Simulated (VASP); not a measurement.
Crystal: SiNi.

```
CELL_PARAMETERS angstrom
5.17310 0.00000 0.00000
0.00000 3.33810 0.00000
0.00000 0.00000 5.60490
ATOMIC_POSITIONS crystal
Si 0.32128 0.75000 0.08250
Si 0.17872 0.25000 0.58250
Si 0.82128 0.75000 0.41750
Si 0.67872 0.25000 0.91750
Ni 0.00779 0.25000 0.18752
Ni 0.49221 0.75000 0.68752
Ni 0.50779 0.25000 0.31248
Ni 0.99221 0.75000 0.81248
```

| Item | Value |
| --- | --- |
| Program | VASP 6.6.1 |
| Task | relaxation of cell and atoms |
| Functional | LDA |
| Potentials or basis | VASP PAW LDA potentials, release 64 (Si, Ni) |
| Cutoff | 600 eV |
| k mesh | 8 × 10 × 6 |
| Occupations | gaussian, width 0.05 eV |
| Spin | no spin polarisation |

At the start: pressure -8.7 GPa; volume 12.10 Å³/atom.

Q: How do energy, volume and symmetry change on relaxing?

A: Over 12 steps the energy falls by 17.1 meV/atom and the volume is 11.53 Å³/atom (-4.7 %); space group Pnma (No. 62, to 0.1 Å) before and after.

The path:
```
step  energy change (eV)  largest force (eV/Å)  pressure (GPa)  volume (Å³)
   1              0.0000                0.1477           -8.68        96.79
   2              0.0246                0.2207           11.47        87.89
   3             -0.1282                0.0938           -0.04        92.37
   4             -0.1282                0.0938            0.16        92.29
   5             -0.1313                0.0679            0.14        92.27
   6             -0.1342                0.0767            0.20        92.23
   7             -0.1362                0.0340           -0.30        92.43
   8             -0.1363                0.0358           -0.46        92.49
   9             -0.1365                0.0522            0.52        92.07
  10             -0.1368                0.0385            0.07        92.25
  11             -0.1371                0.0148            0.06        92.27
  12             -0.1372                0.0095            0.01        92.27
```

Final structure:
```cif
data_structure
_symmetry_space_group_name_H-M 'P 1'
_symmetry_Int_Tables_number 1
_cell_length_a 5.0491
_cell_length_b 3.3315
_cell_length_c 5.4855
_cell_angle_alpha 90.000
_cell_angle_beta 90.000
_cell_angle_gamma 90.000
_cell_volume 92.27
loop_
_atom_site_label
_atom_site_type_symbol
_atom_site_fract_x
_atom_site_fract_y
_atom_site_fract_z
_atom_site_occupancy
Si1 Si 0.32024 0.75000 0.08654 1
Si2 Si 0.17976 0.25000 0.58654 1
Si3 Si 0.82024 0.75000 0.41346 1
Si4 Si 0.67976 0.25000 0.91346 1
Ni1 Ni 0.00931 0.25000 0.18778 1
Ni2 Ni 0.49069 0.75000 0.68778 1
Ni3 Ni 0.50931 0.25000 0.31222 1
Ni4 Ni 0.99069 0.75000 0.81222 1
```
